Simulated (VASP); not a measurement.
A run of VASP 6.6.1:

The input INCAR:

```
SYSTEM = Hg
  PREC = Accurate
  ENCUT = 520
  EDIFF = 1E-6
  ISMEAR = -1
  SIGMA = 0.05
  LREAL = .False.
  LASPH = .True.
  NELM = 80
  ALGO = Normal
  ISIF = 2
  LWAVE = .False.
  LCHARG = .False.
  GGA = PS
  NBANDS = 19
```

File KPOINTS:

```
Automatic mesh
0
Gamma
  9 9 5
  0 0 0
```

Contents of POSCAR:

```
Hg
1.0
    3.0166812733      0.0000000000      0.0000000000
   -1.5083406366      2.6125226178      0.0000000000
    0.0000000000      0.0000000000      5.0747845697
Hg
2
Direct
    0.3333333333      0.6666666667      0.2500000000
    0.6666666667      0.3333333333      0.7500000000
```

Potentials or basis: VASP PAW PBE potentials, release 64 (Hg).

Run with:

```console
$ cat potpaw_PBE.64/Hg/POTCAR > POTCAR
$ mpirun -np 1 vasp_std > vasp.out
```

Hardware: 1 thread of AMD EPYC 9R45 96-Core Processor (Zen 5), with other jobs on the host.

Task: Estimate the wall time of this run.

Result: It took 13 s on 1 thread of AMD EPYC 9R45 96-Core Processor (Zen 5), on a shared host, peak memory 0.14 GiB. Counts: scf iterations 11, k points 36.
